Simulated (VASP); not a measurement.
Input of a VASP 6.6.1 run:

INCAR

```
PREC     = Accurate       # precision mode
ENCUT    = 520            # plane-wave cutoff, eV
EDIFF    = 1E-6           # SCF threshold, eV
ISMEAR   = 0              # smearing method
SIGMA    = 0.05           # smearing width, eV
LREAL    = False          # projectors in reciprocal space
LASPH    = True           # aspherical terms in the spheres
NELM     = 80             # most SCF steps
ALGO     = Normal         # electronic algorithm
ISIF     = 2              # what is computed and relaxed
LWAVE    = False          # write WAVECAR
LCHARG   = False          # write CHGCAR
GGA      = PE             # functional
NBANDS   = 26             # bands
```

The input KPOINTS:

```
Automatic mesh
0
Gamma
  6 6 6
```

Contents of POSCAR:

```
BP
1.0
    4.5380000000      0.0000000000      0.0000000000
    0.0000000000     -4.5380000000      0.0000000000
    0.0000000000      0.0000000000     -4.5380000000
B P
4 4
Direct
    0.0000000000      0.5000000000      0.5000000000
    0.5000000000      0.0000000000      0.5000000000
    0.5000000000      0.5000000000      0.0000000000
    0.0000000000      0.0000000000      0.0000000000
    0.7500000000      0.7500000000      0.7500000000
    0.2500000000      0.2500000000      0.7500000000
    0.2500000000      0.7500000000      0.2500000000
    0.7500000000      0.2500000000      0.2500000000
```

Potentials or basis: VASP PAW PBE potentials, release 64 (B, P).

The run is started by

```sh
$ cat potpaw_PBE.64/B/POTCAR potpaw_PBE.64/P/POTCAR > POTCAR
$ mpirun -np 1 vasp_std > vasp.out
```

(1) What does it give for the pressure?

(2) What does it give for the band gap on the k mesh?

Results:

(1) 0.9 GPa.

(2) 1.24 eV.
